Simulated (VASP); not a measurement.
# GaSb (I-4m2) in VASP: a series of runs

Runs on GaSb. Level: r2SCAN. Tasks: single point.

Everything below comes from runs of VASP 6.6.1. Logs are shortened: lines on timing, memory, paths and dates and some standing lists are left out, and cuts for length are marked.

### Step 1. The cell of the first run

It takes space group I-4m2 (No. 119, tetragonal). The conventional cell has a = 4.326 Å, b = 4.326 Å, c = 5.996 Å, α = 90.00°, β = 90.00°, γ = 90.00°. Within 3.5 Å of Ga (site symmetry -4m2) lie 4 Sb at 2.63 Å. Sb (site symmetry -4m2) has 4 Ga at 2.63 Å within 3.5 Å.

### Step 2. Single point, r2SCAN (strain -0.0200 x Voigt [0, 1, 0, 0, 0, 0])

POSCAR

```
GaSb
1.0
    0.0000000000      2.9978200000      3.0590000000
    3.0590000000      0.0000000000      3.0590000000
    3.0590000000      2.9978200000      0.0000000000
Ga Sb
1 1
Direct
    0.0000000000      0.0000000000      0.0000000000
    0.7500000000      0.7500000000      0.7500000000
```

INCAR.step1

```
ALGO = Normal ; EDIFF = 1E-4
ENCUT = 520 ; GGA = PE
ISMEAR = 0 ; LASPH = True
LCHARG = False ; LREAL = False
LWAVE = True ; NBANDS = 16
NELM = 80 ; PREC = Accurate
SIGMA = 0.05
```

INCAR.step2

```
ALGO = Normal ; EDIFF = 1E-6
ENCUT = 520 ; ISIF = 2
ISMEAR = 0 ; ISTART = 1
LASPH = True ; LCHARG = False
LMIXTAU = True ; LREAL = False
LWAVE = False ; METAGGA = R2SCAN
NBANDS = 16 ; NELM = 80
PREC = Accurate ; SIGMA = 0.05
```

KPOINTS

```
k-points
0
Gamma
  6 6 6
```

Potentials or basis: VASP PAW PBE potentials, release 64 (Ga_d, Sb).

On the command line:

```console
cat potpaw_PBE.64/Ga_d/POTCAR potpaw_PBE.64/Sb/POTCAR > POTCAR
cp INCAR.step1 INCAR
mpirun -np 1 vasp_std > vasp.out
cp INCAR.step2 INCAR
mpirun -np 1 vasp_std > vasp.out
```

OUTCAR:

```text
EDIFF = 1E-6
   ENCUT = 520
   ISIF = 2
   ISMEAR = 0
   ISTART = 1
   LASPH = True
   LREAL = False
   METAGGA = R2SCAN
   NELM = 80
   PREC = Accurate

 ion  position               nearest neighbor table
   1  0.000  0.000  0.000-   2 2.63   2 2.63   2 2.63   2 2.63
   2  0.750  0.750  0.750-   1 2.63   1 2.63   1 2.63   1 2.63

  LATTYP: Found a body centered tetragonal cell.
 ALAT       =     4.3260792873
 C/A-ratio  =     1.3859292911

  Lattice vectors:

 A1 = (   0.0000000000,  -2.9978200000,   3.0590000000)
 A2 = (   0.0000000000,  -2.9978200000,  -3.0590000000)
 A3 = (   3.0590000000,   2.9978200000,   0.0000000000)

Analysis of symmetry for initial positions (statically):
=====================================================================
 Subroutine PRICEL returns:
 Original cell was already a primitive cell.

 Routine SETGRP: Setting up the symmetry group for a
 body centered tetragonal supercell.

 Subroutine GETGRP returns: Found  8 space group operations
 (whereof  8 operations were pure point group operations)
 out of a pool of 16 trial point group operations.

The static configuration has the point symmetry D_2d.

Analysis of symmetry for dynamics (positions and initial velocities):
=====================================================================
 Subroutine PRICEL returns:
 Original cell was already a primitive cell.

 Routine SETGRP: Setting up the symmetry group for a
 body centered tetragonal supercell.

 Subroutine GETGRP returns: Found  8 space group operations
 (whereof  8 operations were pure point group operations)
 out of a pool of 16 trial point group operations.

The dynamic configuration has the point symmetry D_2d.

 Subroutine INISYM returns: Found  8 space group operations
 (whereof  8 operations are pure point group operations),
 and found     1 'primitive' translations

----------------------------------------------------------------------------------------

                                     Primitive cell

  volume of cell :      56.1041

  direct lattice vectors                    reciprocal lattice vectors
     0.000000000  2.997820000  3.059000000    -0.163452109  0.166787866  0.163452109
     3.059000000  0.000000000  3.059000000     0.163452109 -0.166787866  0.163452109
     3.059000000  2.997820000  0.000000000     0.163452109  0.166787866 -0.163452109

  length of vectors
     4.283036978  4.326079287  4.283036978     0.285046270  0.285046270  0.285046270

  position of ions in fractional coordinates (direct lattice)
     0.000000000  0.000000000  0.000000000
     0.750000000  0.750000000  0.750000000

  ion indices of the primitive-cell ions
   primitive index   ion index
                 1           1
                 2           2

----------------------------------------------------------------------------------------

 KPOINTS: k-points

Automatic generation of k-mesh.
 Grid dimensions read from file:
 generate k-points for:    6    6    6

 Generating k-lattice:

  Cartesian coordinates                     Fractional coordinates (reciprocal lattice)
    -0.027242018  0.027797978  0.027242018     0.166666667  0.000000000  0.000000000
     0.027242018 -0.027797978  0.027242018    -0.000000000  0.166666667 -0.000000000
     0.027242018  0.027797978 -0.027242018     0.000000000  0.000000000  0.166666667

  Length of vectors
     0.047507712  0.047507712  0.047507712

  Shift w.r.t. Gamma in fractional coordinates (k-lattice)
     0.000000000  0.000000000  0.000000000

 Subroutine IBZKPT returns following result:
 ===========================================

 Found     30 irreducible k-points:

 Following reciprocal coordinates:
            Coordinates               Weight
  0.000000  0.000000  0.000000      1.000000
  0.166667  0.000000  0.000000      8.000000
  0.333333  0.000000  0.000000      8.000000
  0.500000  0.000000  0.000000      4.000000
  0.166667  0.166667  0.000000      4.000000
  0.333333  0.166667  0.000000     16.000000
[... 16 lines left out ...]
  0.333333 -0.333333  0.166667     16.000000
  0.500000 -0.333333  0.166667      4.000000
 [... further k-points ...]
   k-points           NKPTS =     30   k-points in BZ     NKDIM =     30   number of bands    NBANDS=     16
   number of dos      NEDOS =    301   number of ions     NIONS =      2
   total plane-waves  NPLWV =  32768
   dimension x,y,z NGX =    32 NGY =   32 NGZ =   32
   dimension x,y,z NGXF=    64 NGYF=   64 NGZF=   64
   ions per type =               1   1
   NGX,Y,Z   is equivalent  to a cutoff of  12.42, 12.30, 12.42 a.u.
   NGXF,Y,Z  is equivalent  to a cutoff of  24.84, 24.59, 24.84 a.u.
 SYSTEM =  unknown system
   PREC   = accura    normal or accurate (medium, high low for compatibility)
   ISTART =      1    job   : 0-new  1-cont  2-samecut
   ICHARG =      0    charge: 1-file 2-atom 10-const
   ISPIN  =      1    spin polarized calculation?
   LNONCOLLINEAR =      F non collinear calculations
   LSORBIT =      F    spin-orbit coupling
   LASPH  =      T    aspherical Exc in radial PAW
   ENCUT  =  520.0 eV  38.22 Ry    6.18 a.u.   7.96  8.04  7.96*2*pi/ulx,y,z
   NELM   =     80;   NELMIN=  2; NELMDL=  0     # of ELM steps
   EDIFF  = 0.1E-05   stopping-criterion for ELM
   LREAL  =      F    real-space projection
   EDIFFG = 0.1E-04   stopping-criterion for IOM
   NSW    =      0    number of steps for IOM
   IBRION =     -1    ionic relax: 0-MD 1-quasi-New 2-CG
   NFREE  =      0    steps in history (QN), initial steepest desc. (CG)
   ISIF   =      2    stress and relaxation
   ISYM   =      2    0-nonsym 1-usesym 2-fastsym
   POTIM  = 0.5000    time-step for ionic-motion
   TEBEG  =    0.0;   TEEND  =   0.0 temperature during run
   PSTRESS=    0.0 pullay stress
   NELECT =      18.0000    total number of electrons
   NUPDOWN=      -1.0000    fix difference up-down
   EMIN   =  10.00;   EMAX   =-10.00  energy-range for DOS
   EFERMI =   0.00;   METHOD = LEGACY
   ISMEAR =     0;   SIGMA  =   0.05  broadening in eV -4-tet -1-fermi 0-gaus
   EFERMI_NEDOS =   21; number of points for ismear=-14 and -15
   IALGO  =     38    algorithm
   IMIX   =      4    mixing-type and parameters
     AMIX     =   0.40;   BMIX     =  1.00
     AMIX_MAG =   1.60;   BMIX_MAG =  1.00
  volume/ion in A,a.u.               =      28.05       189.30
  Fermi-wavevector in a.u.,A,eV,Ry     =   1.120730  2.117872 17.089391  1.256035
  Thomas-Fermi vector in A             =   2.257378
   LORBIT       =      0    0 simple, 1 ext, 2 COOP (PROOUT), +10 PAW based schemes
   METAGGA = R2SCAN    functional components
   LHFCALC =     F    Hartree Fock is set to
   AEXX    =    0.0000 exact exchange contribution
   IVDW    =     0    specifies the selected vdW correction
   LEPSILON=     F    determine dielectric tensor
   LRPA    =     F    only Hartree local field effects (RPA)
 non-spin polarized calculation
 Gauss-broadening in eV      SIGMA  =   0.05
  energy-cutoff  :      520.00
  volume of cell :       56.10
 maximum number of plane-waves:      1532
   NGX = 15   NGY = 17   NGZ = 15

 number of electron      17.9999987 magnetization

 Free energy of the ion-electron system (eV)
  ---------------------------------------------------
  ext. energy  EPLUGINS =         0.00000000
  ---------------------------------------------------
  free energy    TOTEN  =       -37.56875050 eV

  energy without entropy =      -37.56875050  energy(sigma->0) =      -37.56875050

 E-fermi :   5.2077     XC(G=0):  -9.8125

 val. band max:        4.9840637372   @ k =   0.0000   0.0000   0.0000
 cond. band min:       5.5033253336   @ k =   0.0000   0.0000   0.0000
 fundamental gap:      0.5192615965
 Fermi energy:         5.2077261718

 k-point     1 :       0.0000    0.0000    0.0000
  band No.  band energies     occupation
      1     -10.6449      2.00000
      2     -10.6448      2.00000
      3     -10.6422      2.00000
      4     -10.5852      2.00000
      5     -10.5826      2.00000
      6      -7.1761      2.00000
[... 8 lines left out ...]
     15      13.7835      0.00000
     16      14.1120      0.00000

 k-point     2 :       0.1667    0.0000    0.0000
  band No.  band energies     occupation
      1     -10.6524      2.00000
      2     -10.6412      2.00000
      3     -10.6395      2.00000
      4     -10.5856      2.00000
      5     -10.5829      2.00000
      6      -6.8708      2.00000
[... 8 lines left out ...]
     15      12.8627      0.00000
     16      13.0524      0.00000

 k-point     3 :       0.3333    0.0000    0.0000
  band No.  band energies     occupation
      1     -10.6686      2.00000
      2     -10.6348      2.00000
      3     -10.6332      2.00000
      4     -10.5858      2.00000
      5     -10.5825      2.00000
      6      -6.0528      2.00000
[... 8 lines left out ...]
     15      13.5123      0.00000
     16      13.5334      0.00000

 k-point     4 :       0.5000    0.0000    0.0000
  band No.  band energies     occupation
      1     -10.6764      2.00000
      2     -10.6321      2.00000
      3     -10.6305      2.00000
      4     -10.5854      2.00000
      5     -10.5818      2.00000
      6      -5.3998      2.00000
[... 8 lines left out ...]
     15      15.4237      0.00000
     16      15.5639      0.00000
[... 324 lines left out ...]
 k-point    22 :      -0.3333    0.5000    0.1667
  band No.  band energies     occupation
      1     -10.6905      2.00000
      2     -10.6212      2.00000
      3     -10.6167      2.00000
      4     -10.5919      2.00000
      5     -10.5828      2.00000
      6      -4.4632      2.00000
[... 8 lines left out ...]
     15      15.3930      0.00000
     16      16.7911      0.00000

 k-point    23 :       0.3333   -0.3333    0.1667
  band No.  band energies     occupation
      1     -10.6856      2.00000
      2     -10.6259      2.00000
      3     -10.6206      2.00000
      4     -10.5906      2.00000
      5     -10.5824      2.00000
      6      -4.7521      2.00000
[... 8 lines left out ...]
     15      16.1475      0.00000
     16      16.4074      0.00000

 k-point    24 :       0.5000   -0.3333    0.1667
  band No.  band energies     occupation
      1     -10.6907      2.00000
      2     -10.6217      2.00000
      3     -10.6164      2.00000
      4     -10.5928      2.00000
      5     -10.5821      2.00000
      6      -4.4496      2.00000
[... 8 lines left out ...]
     15      15.7867      0.00000
     16      17.1759      0.00000

 [... further k-points ...]

------------------------ aborting loop because EDIFF is reached ----------------------------------------

  FORCE on cell =-STRESS in cart. coord.  units (eV):
  Direction    XX          YY          ZZ          XY          YZ          ZX
  --------------------------------------------------------------------------------------
  -------------------------------------------------------------------------------------
  Total        0.4587779      0.7978858      0.4587779      0.0000000      0.0000000      0.0000000
  in kB       13.1014261     22.7854070     13.1014261      0.0000000      0.0000000      0.0000000
  external PRESSURE =      16.3294198 kB  Pullay stress =       0.0000000 kB

 VOLUME and BASIS-vectors are now :
 -----------------------------------------------------------------------------
  energy-cutoff  :      520.00
  volume of cell :       56.10
      direct lattice vectors                 reciprocal lattice vectors
     0.000000000  2.997820000  3.059000000    -0.163452109  0.166787866  0.163452109
     3.059000000  0.000000000  3.059000000     0.163452109 -0.166787866  0.163452109
     3.059000000  2.997820000  0.000000000     0.163452109  0.166787866 -0.163452109

 POSITION                                       TOTAL-FORCE (eV/Angst)
 -----------------------------------------------------------------------------------
      0.00000      0.00000      0.00000        -0.000000      0.000000     -0.000000
      4.58850      4.49673      4.58850         0.000000     -0.000000      0.000000
 -----------------------------------------------------------------------------------
    total drift:                                0.000005     -0.000006      0.000005

  FREE ENERGIE OF THE ION-ELECTRON SYSTEM (eV)
  ---------------------------------------------------
  free  energy   TOTEN  =       -37.5687504956 eV

  energy  without entropy=      -37.5687504956  energy(sigma->0) =      -37.56875050
```

Wall time 90 s (1 thread of AMD EPYC 7R43 (Zen 3), shared host); peak memory 0.17 GiB.

What came out:

| Item | Value |
| --- | --- |
| Free energy | -37.5688 eV |
| Pressure | 1.6 GPa |
| Band gap on the k mesh | 0.52 eV, direct |

Caveat: the cell differs from its parent crystal (strain -0.0200 x Voigt [0, 1, 0, 0, 0, 0]); the PAW data sets were made with another functional, which shifts forces and pressure a little; spin-orbit coupling is left out, which moves the levels of the heavy elements.

### Step 3. Single point, r2SCAN (strain -0.0100 x Voigt [0, 1, 0, 0, 0, 0])

POSCAR

```
GaSb
1.0
    0.0000000000      3.0284100000      3.0590000000
    3.0590000000      0.0000000000      3.0590000000
    3.0590000000      3.0284100000      0.0000000000
Ga Sb
1 1
Direct
    0.0000000000      0.0000000000      0.0000000000
    0.7500000000      0.7500000000      0.7500000000
```

INCAR.step1

```
SYSTEM = GaSb
PREC = Accurate
ENCUT = 520
ISMEAR = 0
SIGMA = 0.05
LREAL = .False.
LASPH = .True.
NELM = 80
NBANDS = 16
GGA = PE
ALGO = Normal
EDIFF = 1E-4
LWAVE = .True.
LCHARG = .False.
```

INCAR.step2

```
SYSTEM = GaSb
PREC = Accurate
ENCUT = 520
EDIFF = 1E-6
ISMEAR = 0
SIGMA = 0.05
LREAL = .False.
LASPH = .True.
NELM = 80
ALGO = Normal
ISIF = 2
LWAVE = .False.
LCHARG = .False.
METAGGA = R2SCAN
LMIXTAU = .True.
NBANDS = 16
ISTART = 1
```

KPOINTS

```
regular mesh
0
Gamma
  6 6 6
  0 0 0
```

Potentials or basis: VASP PAW PBE potentials, release 64 (Ga_d, Sb).

On the command line:

```console
cat potpaw_PBE.64/Ga_d/POTCAR potpaw_PBE.64/Sb/POTCAR > POTCAR
cp INCAR.step1 INCAR
mpirun -np 1 vasp_std > vasp.out
cp INCAR.step2 INCAR
mpirun -np 1 vasp_std > vasp.out
```

Run time: 80 s. Hardware: 1 thread of AMD EPYC 7R43 (Zen 3), shared host; peak memory 0.17 GiB.

The run converged. Its results:

* Free energy: -37.5752 eV
* Pressure: 1.0 GPa
* Band gap on the k mesh: 0.48 eV, direct

Stress tensor (GPa, compression positive):
```
0.87 0.00 0.00
0.00 1.35 0.00
0.00 0.00 0.87
```

Levels at points of the mesh, in eV from the valence-band top:
```tsv
k point	band 5	band 6	band 7	band 8	band 9	band 10	band 11	band 12	band 13	band 14
(0.00, 0.00, 0.00)	-15.51	-12.05	-0.06	-0.06	0.00	0.48	2.91	2.94	2.94	6.32
(0.50, 0.00, 0.00)	-15.51	-10.30	-6.68	-1.31	-1.23	0.66	3.94	4.00	6.88	9.99
(0.50, 0.50, 0.00)	-15.50	-9.40	-7.16	-2.76	-2.75	1.09	1.44	9.28	9.28	10.82
(0.50, 0.00, 0.50)	-15.50	-9.36	-7.11	-2.82	-2.82	1.01	1.37	9.29	9.29	10.86
```

Caveat: the cell differs from its parent crystal (strain -0.0100 x Voigt [0, 1, 0, 0, 0, 0]); the PAW data sets were made with another functional, which shifts forces and pressure a little; spin-orbit coupling is left out, which moves the levels of the heavy elements.
